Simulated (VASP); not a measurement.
# Cd (P4/mmm) in VASP: single point with PBEsol+D3(BJ)

Aim: the single point of Cd with PBEsol+D3(BJ).

All numbers are computed with VASP 6.6.1; they aren't measurements. Logs are shortened: lines on timing, memory, paths and dates and some standing lists are left out, and cuts for length are marked.

### Step 1. The cell of the first run

It takes space group P4/mmm (No. 123, tetragonal). Conventional cell: a = 4.359 Å, b = 4.359 Å, c = 6.192 Å, α = 90.00°, β = 90.00°, γ = 90.00°. Within 5.7 Å of Cd (site symmetry 4/mmm) lie 4 Cd at 4.36 Å.

### Step 2. Single point, PBEsol+D3(BJ)

Contents of INCAR:

```
SYSTEM = Cd
  PREC = Accurate
  ENCUT = 520
  EDIFF = 1E-6
  ISMEAR = 1
  SIGMA = 0.05
  LREAL = .False.
  LASPH = .True.
  NELM = 100
  ALGO = Normal
  ISIF = 2
  LWAVE = .False.
  LCHARG = .True.
  GGA = PS
  IVDW = 12
  LELF = .True.
  LVHAR = .True.
  NBANDS = 12
```

Contents of KPOINTS:

```
Automatic mesh
0
Gamma
  6 6 4
  0 0 0
```

Contents of POSCAR:

```
Cd
1.0
    4.3585440000      0.0000000000      0.0000000000
    0.0000000000      4.3585440000      0.0000000000
    0.0000000000      0.0000000000      6.1924610000
Cd
1
Direct
    0.0000000000      0.0000000000      0.0000000000
```

Potentials or basis: VASP PAW PBE potentials, release 64 (Cd).

Launch:

```
$ cat potpaw_PBE.64/Cd/POTCAR > POTCAR
$ mpirun -np 1 vasp_std > vasp.out
```

OUTCAR:

```text
SYSTEM = Cd
   PREC = Accurate
   ENCUT = 520
   EDIFF = 1E-6
   ISMEAR = 1
   LREAL = .False.
   LASPH = .True.
   NELM = 100
   ISIF = 2
   GGA = PS
   IVDW = 12
 IVDW          = 12

 ion  position               nearest neighbor table
   1  0.000  0.000  0.000-

  LATTYP: Found a simple tetragonal cell.
 ALAT       =     4.3585440000
 C/A-ratio  =     1.4207636770

  Lattice vectors:

 A1 = (   4.3585440000,   0.0000000000,   0.0000000000)
 A2 = (   0.0000000000,   4.3585440000,   0.0000000000)
 A3 = (   0.0000000000,   0.0000000000,   6.1924610000)

Analysis of symmetry for initial positions (statically):
=====================================================================
 Subroutine PRICEL returns:
 Original cell was already a primitive cell.

 Routine SETGRP: Setting up the symmetry group for a
 simple tetragonal supercell.

 Subroutine GETGRP returns: Found 16 space group operations
 (whereof 16 operations were pure point group operations)
 out of a pool of 16 trial point group operations.

The static configuration has the point symmetry D_4h.

Analysis of symmetry for dynamics (positions and initial velocities):
=====================================================================
 Subroutine PRICEL returns:
 Original cell was already a primitive cell.

 Routine SETGRP: Setting up the symmetry group for a
 simple tetragonal supercell.

 Subroutine GETGRP returns: Found 16 space group operations
 (whereof 16 operations were pure point group operations)
 out of a pool of 16 trial point group operations.

The dynamic configuration has the point symmetry D_4h.

 Subroutine INISYM returns: Found 16 space group operations
 (whereof 16 operations are pure point group operations),
 and found     1 'primitive' translations

----------------------------------------------------------------------------------------

                                     Primitive cell

  volume of cell :     117.6376

  direct lattice vectors                    reciprocal lattice vectors
     4.358544000  0.000000000  0.000000000     0.229434417  0.000000000  0.000000000
     0.000000000  4.358544000  0.000000000     0.000000000  0.229434417  0.000000000
     0.000000000  0.000000000  6.192461000     0.000000000  0.000000000  0.161486685

  length of vectors
     4.358544000  4.358544000  6.192461000     0.229434417  0.229434417  0.161486685

  position of ions in fractional coordinates (direct lattice)
     0.000000000  0.000000000  0.000000000
[... 83 lines left out ...]
   ISYM   =      2    0-nonsym 1-usesym 2-fastsym
   POTIM  = 0.5000    time-step for ionic-motion
   TEBEG  =    0.0;   TEEND  =   0.0 temperature during run
   PSTRESS=    0.0 pullay stress
   NELECT =      12.0000    total number of electrons
   NUPDOWN=      -1.0000    fix difference up-down
   EMIN   =  10.00;   EMAX   =-10.00  energy-range for DOS
   EFERMI =   0.00;   METHOD = LEGACY
   ISMEAR =     1;   SIGMA  =   0.05  broadening in eV -4-tet -1-fermi 0-gaus
   EFERMI_NEDOS =   21; number of points for ismear=-14 and -15
   IALGO  =     38    algorithm
   IMIX   =      4    mixing-type and parameters
     AMIX     =   0.40;   BMIX     =  1.00
     AMIX_MAG =   1.60;   BMIX_MAG =  1.00
  volume/ion in A,a.u.               =     117.64       793.86
  Fermi-wavevector in a.u.,A,eV,Ry     =   0.764927  1.445502  7.960945  0.585113
  Thomas-Fermi vector in A             =   1.864936
   LORBIT       =      0    0 simple, 1 ext, 2 COOP (PROOUT), +10 PAW based schemes
   GGA     = PS    functional components
   LHFCALC =     F    Hartree Fock is set to
   AEXX    =    0.0000 exact exchange contribution
   IVDW    =    12    specifies the selected vdW correction
   LEPSILON=     F    determine dielectric tensor
   LRPA    =     F    only Hartree local field effects (RPA)
 non-spin polarized calculation
 Methfessel and Paxton  Order N= 1 SIGMA  =   0.05
  energy-cutoff  :      520.00
  volume of cell :      117.64
 maximum number of plane-waves:      3208
   NGX = 17   NGY = 17   NGZ = 23

 number of electron      11.9999987 magnetization

 Free energy of the ion-electron system (eV)
  ---------------------------------------------------
  ext. energy  EPLUGINS =         0.00000000
  ---------------------------------------------------
  free energy    TOTEN  =        -0.10540598 eV

  energy without entropy =       -0.10547792  energy(sigma->0) =       -0.10542996

 E-fermi :  -3.4450     XC(G=0):  -4.1489

 val. band max:       -3.4767648683   @ k =   0.5000   0.5000   0.5000
 cond. band min:      -1.5419981678   @ k =   0.5000   0.0000   0.0000
 fundamental gap:      1.9347667005
 Fermi energy:        -3.4449877818

 k-point     1 :       0.0000    0.0000    0.0000
  band No.  band energies     occupation
      1     -10.5957      2.00000
      2     -10.5723      2.00000
      3     -10.5356      2.00000
      4     -10.5356      2.00000
      5     -10.5168      2.00000
      6      -5.4724      2.00000
      7      -0.1159      0.00000
      8       1.6031      0.00000
      9       2.6295      0.00000
     10       2.6295      0.00000
     11       4.6973      0.00000
     12       5.2088      0.00000
[... 331 lines left out ...]
 k-point    24 :       0.5000    0.0000    0.5000
  band No.  band energies     occupation
      1     -10.5764      2.00000
      2     -10.5614      2.00000
      3     -10.5381      2.00000
      4     -10.5338      2.00000
      5     -10.5162      2.00000
      6      -4.4057      2.00000
      7      -1.3650      0.00000
      8      -0.1011      0.00000
      9       1.9488      0.00000
     10       3.5510      0.00000
     11       6.3790      0.00000
     12       6.6459      0.00000

 [... further k-points ...]

------------------------ aborting loop because EDIFF is reached ----------------------------------------

 Edisp (eV)   -0.11709

 E8    (eV) :    -0.0774

  FORCE on cell =-STRESS in cart. coord.  units (eV):
  Direction    XX          YY          ZZ          XY          YZ          ZX
  --------------------------------------------------------------------------------------
  -------------------------------------------------------------------------------------
  Total      -0.40706    -0.40706    -0.15762     0.00000     0.00000     0.00000
  in kB      -5.54404    -5.54404    -2.14671     0.00000     0.00000     0.00000
  external pressure =       -4.41 kB  Pullay stress =        0.00 kB

 VOLUME and BASIS-vectors are now :
 -----------------------------------------------------------------------------
  energy-cutoff  :      520.00
  volume of cell :      117.64
      direct lattice vectors                 reciprocal lattice vectors
     4.358544000  0.000000000  0.000000000     0.229434417  0.000000000  0.000000000
     0.000000000  4.358544000  0.000000000     0.000000000  0.229434417  0.000000000
     0.000000000  0.000000000  6.192461000     0.000000000  0.000000000  0.161486685

 POSITION                                       TOTAL-FORCE (eV/Angst)
 -----------------------------------------------------------------------------------
      0.00000      0.00000      0.00000         0.000000      0.000000      0.000000
 -----------------------------------------------------------------------------------
    total drift:                                0.000000      0.000000     -0.000000

  FREE ENERGIE OF THE ION-ELECTRON SYSTEM (eV)
  ---------------------------------------------------
  free  energy   TOTEN  =        -0.2225006871 eV

  energy  without entropy=       -0.2225726231  energy(sigma->0) =       -0.22252467
```

stdout:

```text
POSCAR found type information on POSCAR Cd
 POSCAR found :  1 types and       1 ions
 scaLAPACK will be used
 -----------------------------------------------------------------------------
|                                                                             |
|                                                                             |
|     You enforced a specific xc type in the INCAR file but a different       |
|     I HOPE YOU KNOW WHAT YOU ARE DOING!                                     |
|                                                                             |
 -----------------------------------------------------------------------------

 LDA part: xc-table for (Slater+PW92), standard interpolation
 POSCAR, INCAR and KPOINTS ok, starting setup
 FFT: planning ... GRIDC
 FFT: planning ... GRID_SOFT
 FFT: planning ... GRID
 WAVECAR not read
 entering main loop
```

Wall time 54 s (1 thread of AMD EPYC 7R13, shared host); peak memory 0.19 GiB.

Results:

```yaml
Free_energy: -0.2225 eV
Pressure: -0.4 GPa
Band_gap_on_the_k_mesh: 1.93 eV, indirect (least direct gap 2.95 eV)
Dispersion_energy_per_atom: -0.117 eV
```

Caveat: the PAW data sets were made with another functional, which shifts forces and pressure a little. A k mesh can miss the band edges.
